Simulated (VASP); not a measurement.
# Ba (Im-3m) in VASP: a series of runs

The runs below take Ba through single point, with HSE06.

Program: VASP 6.6.1. These are calculated values, not measurements. Logs are shortened: lines on timing, memory, paths and dates and some standing lists are left out, and cuts for length are marked.

### 1 The cell of the first run

The structure is cubic, space group Im-3m (No. 229). Conventional cell: a = 5.037 Å, b = 5.037 Å, c = 5.037 Å, α = 90.00°, β = 90.00°, γ = 90.00°. Within 5.7 Å of Ba (site symmetry m-3m) lie 14 Ba at 4.36 to 5.04 Å.

### 2 Single point, HSE06

Input file POSCAR:

```
Ba
1.0
   -2.5183389317      2.5183389317      2.5183389317
    2.5183389317     -2.5183389317      2.5183389317
    2.5183389317      2.5183389317     -2.5183389317
Ba
1
Direct
    0.0000000000      0.0000000000      0.0000000000
```

Input file INCAR.step1:

```
PREC     = Accurate       # precision mode
ENCUT    = 400            # plane-wave cutoff, eV
EDIFF    = 1E-5           # SCF threshold, eV
ISMEAR   = -1             # smearing method
SIGMA    = 0.1            # smearing width, eV
LREAL    = F              # projectors in reciprocal space
LASPH    = T              # aspherical terms in the spheres
NELM     = 120            # most SCF steps
ALGO     = Normal         # electronic algorithm
ISIF     = 2              # what is computed and relaxed
LWAVE    = T              # write WAVECAR
NBANDS   = 11             # bands
GGA      = PE             # functional
GGA_COMPAT= F
```

Input file INCAR.step2:

```
PREC     = Accurate       # precision mode
ENCUT    = 400            # plane-wave cutoff, eV
EDIFF    = 1E-6           # SCF threshold, eV
ISMEAR   = -1             # smearing method
SIGMA    = 0.1            # smearing width, eV
LREAL    = F              # projectors in reciprocal space
LASPH    = T              # aspherical terms in the spheres
NELM     = 120            # most SCF steps
ALGO     = Normal         # electronic algorithm
ISIF     = 2              # what is computed and relaxed
LWAVE    = F              # write WAVECAR
LCHARG   = T              # write CHGCAR
GGA      = PE             # functional
LHFCALC  = T              # exact exchange
HFSCREEN = 0.2079         # screening, 1/A
PRECFOCK = Normal       
LELF     = T              # ELF
LVHAR    = T            
NBANDS   = 11             # bands
ISTART   = 1            
GGA_COMPAT= F
```

Input file KPOINTS:

```
regular mesh
0
Gamma
  6 6 6
```

Potentials or basis: VASP PAW PBE potentials, release 64 (Ba_sv).

Launch:

```
cat potpaw_PBE.64/Ba_sv/POTCAR > POTCAR
cp INCAR.step1 INCAR
mpirun -np 1 vasp_std > vasp.out
cp INCAR.step2 INCAR
mpirun -np 1 vasp_std > vasp.out
```

OUTCAR:

```text
PREC = Accurate
   ENCUT = 400
   EDIFF = 1E-6
   ISMEAR = -1
   LREAL = F
   LASPH = T
   NELM = 120
   ISIF = 2
   GGA = PE
   LHFCALC = T
   HFSCREEN = 0.2079
   PRECFOCK = Normal
   ISTART = 1

 ion  position               nearest neighbor table
   1  0.000  0.000  0.000-

  LATTYP: Found a body centered cubic cell.
 ALAT       =     5.0366778634

  Lattice vectors:

 A1 = (  -2.5183389317,   2.5183389317,   2.5183389317)
 A2 = (   2.5183389317,  -2.5183389317,   2.5183389317)
 A3 = (   2.5183389317,   2.5183389317,  -2.5183389317)

Analysis of symmetry for initial positions (statically):
=====================================================================
 Subroutine PRICEL returns:
 Original cell was already a primitive cell.

 Routine SETGRP: Setting up the symmetry group for a
 body centered cubic supercell.

 Subroutine GETGRP returns: Found 48 space group operations
 (whereof 48 operations were pure point group operations)
 out of a pool of 48 trial point group operations.

The static configuration has the point symmetry O_h .

Analysis of symmetry for dynamics (positions and initial velocities):
=====================================================================
 Subroutine PRICEL returns:
 Original cell was already a primitive cell.

 Routine SETGRP: Setting up the symmetry group for a
 body centered cubic supercell.

 Subroutine GETGRP returns: Found 48 space group operations
 (whereof 48 operations were pure point group operations)
 out of a pool of 48 trial point group operations.

The dynamic configuration has the point symmetry O_h .

 Subroutine INISYM returns: Found 48 space group operations
 (whereof 48 operations are pure point group operations),
 and found     1 'primitive' translations

----------------------------------------------------------------------------------------

                                     Primitive cell

  volume of cell :      63.8855

  direct lattice vectors                    reciprocal lattice vectors
    -2.518338932  2.518338932  2.518338932     0.000000000  0.198543569  0.198543569
     2.518338932 -2.518338932  2.518338932     0.198543569  0.000000000  0.198543569
[... 83 lines left out ...]
   TEBEG  =    0.0;   TEEND  =   0.0 temperature during run
   PSTRESS=    0.0 pullay stress
   NELECT =      10.0000    total number of electrons
   NUPDOWN=      -1.0000    fix difference up-down
   EMIN   =  10.00;   EMAX   =-10.00  energy-range for DOS
   EFERMI =   0.00;   METHOD = LEGACY
   ISMEAR =    -1;   SIGMA  =   0.10  broadening in eV -4-tet -1-fermi 0-gaus
   EFERMI_NEDOS =   21; number of points for ismear=-14 and -15
   IALGO  =     38    algorithm
   IMIX   =      1    mixing-type and parameters
     AMIX     =   0.40;   BMIX     =  1.00
     AMIX_MAG =   1.60;   BMIX_MAG =  1.00
  volume/ion in A,a.u.               =      63.89       431.12
  Fermi-wavevector in a.u.,A,eV,Ry     =   0.882282  1.667271 10.591063  0.778421
  Thomas-Fermi vector in A             =   2.002892
   LORBIT       =      0    0 simple, 1 ext, 2 COOP (PROOUT), +10 PAW based schemes
   GGA     = PE    functional components
   LHFCALC =     T    Hartree Fock is set to
   PRECFOCK=normal    Normal, Fast or Accurate (Low or Medium for compatibility)
   ENCUT4O =  -1.0   cutoff for four orbital integrals eV
   NKREDX  =     1    reduce k-point grid by
   NKREDY  =     1    reduce k-point grid by
   NKREDZ  =     1    reduce k-point grid by
   AEXX    =    0.2500 exact exchange contribution
   HFSCREEN=    0.2079 screening length (either q_TF or 0.3 A-1)
   HFSCREENC=   0.2079 screening length for correlation (either q_TF or 0.3 A-1)
   ENCUTFOCK=  -1.0 apply spherical cutoff to Coloumb kernel
   IVDW    =     0    specifies the selected vdW correction
   LEPSILON=     F    determine dielectric tensor
   LRPA    =     F    only Hartree local field effects (RPA)
 non-spin polarized calculation
  energy-cutoff  :      400.00
  volume of cell :       63.89
 maximum number of plane-waves:      1178
  NGX = 24; NGY = 24; NGZ = 24

 number of electron       9.9999996 magnetization

 Free energy of the ion-electron system (eV)
  ---------------------------------------------------
  ext. energy  EPLUGINS =         0.00000000
  ---------------------------------------------------
  free energy    TOTEN  =        -1.82169177 eV

  energy without entropy =       -1.78495223  energy(sigma->0) =       -1.80332200

 E-fermi :   1.7374     XC(G=0):  -6.2271

 val. band max:        1.5392876053   @ k =  -0.3333   0.5000   0.1667
 cond. band min:       1.7942129301   @ k =   0.3333   0.1667   0.1667
 fundamental gap:      0.2549253248
 Fermi energy:         1.7373995704

 k-point     1 :       0.0000    0.0000    0.0000
  band No.  band energies     occupation
      1     -29.6708      2.00000
      2     -13.5452      2.00000
      3     -13.5452      2.00000
      4     -13.5452      2.00000
      5      -1.6335      2.00000
      6       3.9340      0.00000
      7       3.9340      0.00000
      8       3.9340      0.00000
      9       5.3445      0.00000
     10       5.3445      0.00000
     11       8.9766      0.00000
[... 197 lines left out ...]
 k-point    16 :       0.5000    0.5000    0.5000
  band No.  band energies     occupation
      1     -29.5915      2.00000
      2     -13.8693      2.00000
      3     -13.8693      2.00000
      4     -13.8693      2.00000
      5       1.1036      1.99647
      6       1.1036      1.99647
      7       6.2509      0.00000
      8       6.2509      0.00000
      9       6.2509      0.00000
     10       6.9671      0.00000
     11       6.9671      0.00000

------------------------ aborting loop because EDIFF is reached ----------------------------------------

  FORCE on cell =-STRESS in cart. coord.  units (eV):
  Direction    XX          YY          ZZ          XY          YZ          ZX
  --------------------------------------------------------------------------------------
  -------------------------------------------------------------------------------------
  Total        0.1964154      0.1964154      0.1964154      0.0000000      0.0000000     -0.0000000
  in kB        4.9258765      4.9258765      4.9258765      0.0000000      0.0000000     -0.0000000
  external PRESSURE =       4.9258765 kB  Pullay stress =       0.0000000 kB

 VOLUME and BASIS-vectors are now :
 -----------------------------------------------------------------------------
  energy-cutoff  :      400.00
  volume of cell :       63.89
      direct lattice vectors                 reciprocal lattice vectors
    -2.518338932  2.518338932  2.518338932     0.000000000  0.198543569  0.198543569
     2.518338932 -2.518338932  2.518338932     0.198543569  0.000000000  0.198543569
     2.518338932  2.518338932 -2.518338932     0.198543569  0.198543569  0.000000000

 POSITION                                       TOTAL-FORCE (eV/Angst)
 -----------------------------------------------------------------------------------
      0.00000      0.00000      0.00000        -0.000000      0.000000     -0.000000
 -----------------------------------------------------------------------------------
    total drift:                               -0.000001      0.000000      0.000000

  FREE ENERGIE OF THE ION-ELECTRON SYSTEM (eV)
  ---------------------------------------------------
  free  energy   TOTEN  =        -1.8216917692 eV

  energy  without entropy=       -1.7849522304  energy(sigma->0) =       -1.80332200
```

OUTCAR.step1:

```text
PREC = Accurate
   ENCUT = 400
   EDIFF = 1E-5
   ISMEAR = -1
   LREAL = F
[... 430 lines left out ...]

 POSITION                                       TOTAL-FORCE (eV/Angst)
 -----------------------------------------------------------------------------------
      0.00000      0.00000      0.00000         0.000000     -0.000000      0.000000
 -----------------------------------------------------------------------------------
    total drift:                                0.000000     -0.000000     -0.000000

  FREE ENERGIE OF THE ION-ELECTRON SYSTEM (eV)
  ---------------------------------------------------
  free  energy   TOTEN  =        -1.9261767258 eV

  energy  without entropy=       -1.8761320555  energy(sigma->0) =       -1.90115439
```

Run time: 13 min. Hardware: 1 thread of Intel Xeon Platinum 8259CL at 2.50GHz (Skylake/Cascade Lake), shared host; peak memory 0.27 GiB.

What came out:

* Free energy: -1.8217 eV
* Pressure: 0.5 GPa
* Band gap on the k mesh: zero (bands 5 and 6 overlap by 0.85 eV)

Caveat: the PAW data sets were made with another functional, which shifts forces and pressure a little; spin-orbit coupling is left out, which moves the levels of the heavy elements.

### 3 Single point, HSE06

This run uses another cell than the first one, of 65.78 Å³/atom.

Input file POSCAR:

```
Ba
1.0
   -2.5430301036      2.5430301036      2.5430301036
    2.5430301036     -2.5430301036      2.5430301036
    2.5430301036      2.5430301036     -2.5430301036
Ba
1
Direct
    0.0000000000      0.0000000000      0.0000000000
```

Input file INCAR.step1:

```
SYSTEM = Ba
ALGO = Normal
EDIFF = 1E-5
ENCUT = 400
GGA = PE
GGA_COMPAT = .False.
ISIF = 2
ISMEAR = -1
LASPH = .True.
LREAL = .False.
LWAVE = .True.
NBANDS = 11
NELM = 120
PREC = Accurate
SIGMA = 0.1
```

Input file INCAR.step2:

```
SYSTEM = Ba
ALGO = Normal
EDIFF = 1E-6
ENCUT = 400
GGA = PE
GGA_COMPAT = .False.
HFSCREEN = 0.2079
ISIF = 2
ISMEAR = -1
ISTART = 1
LASPH = .True.
LCHARG = .True.
LELF = .True.
LHFCALC = .True.
LREAL = .False.
LVHAR = .True.
LWAVE = .False.
NBANDS = 11
NELM = 120
PREC = Accurate
PRECFOCK = Normal
SIGMA = 0.1
```

Input file KPOINTS:

```
k-points
0
Gamma
  6 6 6
  0 0 0
```

Potentials or basis: VASP PAW PBE potentials, release 64 (Ba_sv).

Launch:

```
cat potpaw_PBE.64/Ba_sv/POTCAR > POTCAR
cp INCAR.step1 INCAR
mpirun -np 1 vasp_std > vasp.out
cp INCAR.step2 INCAR
mpirun -np 1 vasp_std > vasp.out
```

Run time: 14 min. Hardware: 1 thread of Intel Xeon Platinum 8259CL at 2.50GHz (Skylake/Cascade Lake), shared host; peak memory 0.28 GiB.

It converged, with:

```
Free energy            : -1.8261 eV
Pressure               : 0.2 GPa
Band gap on the k mesh : zero (bands 5 and 6 overlap by 0.80 eV)
```

Levels at points of the mesh, in eV from the Fermi level:
| k point | band 3 | band 4 | band 5 | band 6 | band 7 | band 8 |
| --- | --- | --- | --- | --- | --- | --- |
| (0.00, 0.00, 0.00) | -15.35 | -15.35 | -3.35 | 2.16 | 2.16 | 2.16 |
| (0.50, 0.00, 0.00) | -15.49 | -15.36 | -0.99 | 0.97 | 1.02 | 3.48 |
| (0.50, 0.50, 0.50) | -15.65 | -15.65 | -0.59 | -0.59 | 4.36 | 4.36 |

Caveat: the PAW data sets were made with another functional, which shifts forces and pressure a little; spin-orbit coupling is left out, which moves the levels of the heavy elements.
